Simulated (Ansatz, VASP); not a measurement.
# Ta in VASP and in Ansatz

INCAR

```
SYSTEM = Ta
PREC = Accurate
ENCUT = 520
EDIFF = 1E-6
ISMEAR = 0
SIGMA = 0.15
LREAL = .FALSE.
LASPH = .TRUE.
NELM = 80
ALGO = Normal
ISIF = 2
LWAVE = .FALSE.
LCHARG = .TRUE.
GGA = PE
LELF = .TRUE.
LVHAR = .TRUE.
NBANDS = 12
```

The input KPOINTS:

```
regular mesh
0
G
  20 20 20
  0 0 0
```

POSCAR

```
Ta
1.0
   -1.4434010011      1.4434010011      2.1935365014
    1.4434010011     -1.4434010011      2.1935365014
    1.4434010011      1.4434010011     -2.1935365014
Ta
1
Direct
    0.0000000000      0.0000000000      0.0000000000
```

Input for Ansatz:

```yaml
crystal:
  lattice:
    - [-1.4434010011, 1.4434010011, 2.1935365014]
    - [1.4434010011, -1.4434010011, 2.1935365014]
    - [1.4434010011, 1.4434010011, -2.1935365014]
  atoms:
    - { symbol: Ta, position: [0.0, 0.0, 0.0] }
basis:
  ecutwfc: 420
kpoints:
  mp_grid: { grid: [20, 20, 20] }
hamiltonian:
  xc: pbe
  pseudopotentials: { kind: paw, azcp: { folder: soft_1 } }
scf:
  occupations: { method: gaussian, width: 0.15 }
output:
  forces: true
  stress: true
  eigenvalues: true
  write_density: true
  write_potential: true
  elf: true
  volumetric_format: npy
```

Alike in both runs: task single point; functional PBE; k mesh 20 × 20 × 20; occupations gaussian, width 0.15 eV; no spin polarisation.

```csv
,VASP,Ansatz
version,VASP 6.6.1,Ansatz 0.2.0
potentials or method,"VASP PAW PBE potentials, release 64 (Ta_pv), cutoff 520 eV","scalar-relativistic, plane waves, PAW"
valence electrons in the cell,11,13
```

VASP gave:

```
gap on the k mesh at the Fermi level (eV)                     : none
pressure (GPa)                                                : 5.2
traceless stress, the component that is largest in VASP (GPa) : 5.36
```

Question: Estimate Ansatz's values.

Answer: gap on the k mesh at the Fermi level (eV): none; pressure (GPa): 5.1; traceless stress, the component that is largest in VASP (GPa): 5.34.

A gap of «none» marks a metal or a gap that the smearing closes. VASP's potentials hold 11 valence electrons a cell and Ansatz's 13, so a difference there can come from the potentials and not from the codes.

Neither program's run includes spin-orbit coupling.
